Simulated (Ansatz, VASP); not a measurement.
## One calculation of TaPb, two programs

File INCAR:

```
SYSTEM = TaPb
PREC = Accurate ; ENCUT = 520
EDIFF = 1E-6 ; ISMEAR = 0
SIGMA = 0.1 ; LREAL = .FALSE.
LASPH = .TRUE. ; NELM = 60
ALGO = Normal ; ISIF = 2
LWAVE = .FALSE. ; LCHARG = .FALSE.
GGA = PE ; NBANDS = 20
```

The input KPOINTS:

```
Automatic mesh
0
G
  6 6 6
  0 0 0
```

File POSCAR:

```
TaPb
1.0
    2.2072301200      1.2743449000      3.0260870300
   -2.2072301200      1.2743449000      3.0260870300
    0.0000000000     -2.5486898100      3.0260870300
Ta Pb
1 1
Direct
    0.0000000000      0.0000000000      0.0000000000
    0.5000000000      0.5000000000      0.5000000000
```

Input for Ansatz:

```yaml
crystal:
  lattice:
    - [2.20723012, 1.2743449, 3.02608703]
    - [-2.20723012, 1.2743449, 3.02608703]
    - [0.0, -2.54868981, 3.02608703]
  atoms:
    - { symbol: Ta, position: [0.0, 0.0, 0.0] }
    - { symbol: Pb, position: [0.5, 0.5, 0.5] }
basis:
  ecutwfc: 420
kpoints:
  mp_grid: { grid: [6, 6, 6] }
hamiltonian:
  xc: pbe
scf:
  occupations: { method: gaussian, width: 0.1 }
  lower_state_search: "off"
output:
  forces: true
  stress: true
  eigenvalues: true
```

Alike in both runs: task single point; functional PBE; k mesh 6 × 6 × 6; occupations gaussian, width 0.1 eV; no spin polarisation.

```csv
,VASP,Ansatz
version,VASP 6.6.1,Ansatz 0.2.0
potentials or method,"VASP PAW PBE potentials, release 64 (Ta_pv, Pb_d), cutoff 520 eV","scalar-relativistic, plane waves, PAW"
valence electrons in the cell,25,27
```

|  | VASP | Ansatz | Ansatz less VASP |
| --- | --- | --- | --- |
| gap on the k mesh at the Fermi level (eV) | none | none | - |
| pressure (GPa) | -6.7 | -6.6 | +0.04 |
| traceless stress, the component that is largest in VASP (GPa) | -0.37 | -0.37 | 0.000 |

A gap of «none» marks a metal or a gap that the smearing closes. VASP's potentials hold 25 valence electrons a cell and Ansatz's 27, so a difference there can come from the potentials and not from the codes.

Neither program's run includes spin-orbit coupling.
